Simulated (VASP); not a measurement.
Wanted: the native input for a VASP 6.6.1 run.

| Property | Result |
| --- | --- |
| Task | single point |
| Functional | LDA |
| Potentials or basis | VASP PAW LDA potentials, release 64 (Hf_pv, Zn) |
| Cutoff | 520 eV |
| k mesh | 14 × 14 × 14 |
| Occupations | gaussian, width 0.15 eV |
| Spin | no spin polarisation |
| Dipole correction | no |
| Further INCAR settings | ALGO = Normal; EDIFF = 1e-06; NBANDS = 18 |

The structure of HfZn lies in POSCAR:

```
HfZn
1.0
    3.2751048400      0.0000000000      0.0000000000
    0.0000000000      3.2751048400      0.0000000000
    0.0000000000      0.0000000000      3.2751048400
Hf Zn
1 1
Direct
    0.5000000000      0.5000000000      0.5000000000
    0.0000000000      0.0000000000      0.0000000000
```

The input as run:

INCAR

```
SYSTEM = HfZn
PREC = Accurate
ENCUT = 520
EDIFF = 1E-6
ISMEAR = 0
SIGMA = 0.15
LREAL = .False.
LASPH = .True.
NELM = 80
ALGO = Normal
ISIF = 2
LWAVE = .False.
LCHARG = .False.
NBANDS = 18
```

KPOINTS

```
regular mesh
0
Gamma
  14 14 14
  0 0 0
```

Potentials or basis: VASP PAW LDA potentials, release 64 (Hf_pv, Zn).

The run is started by

```console
$ cat potpaw_LDA.64/Hf_pv/POTCAR potpaw_LDA.64/Zn/POTCAR > POTCAR
$ mpirun -np 1 vasp_std > vasp.out
```

Results of the run:

| Item | Value |
| --- | --- |
| Pressure | -6.1 GPa |
| Band gap on the k mesh | zero (bands 11 and 12 overlap by 0.70 eV) |

Caveat: the cell stands under tension; spin-orbit coupling is left out, which moves the levels of the heavy elements.

Wall time 54 s on 1 thread of Intel Xeon 8259CL, with other jobs on the host, peak memory 0.19 GiB.
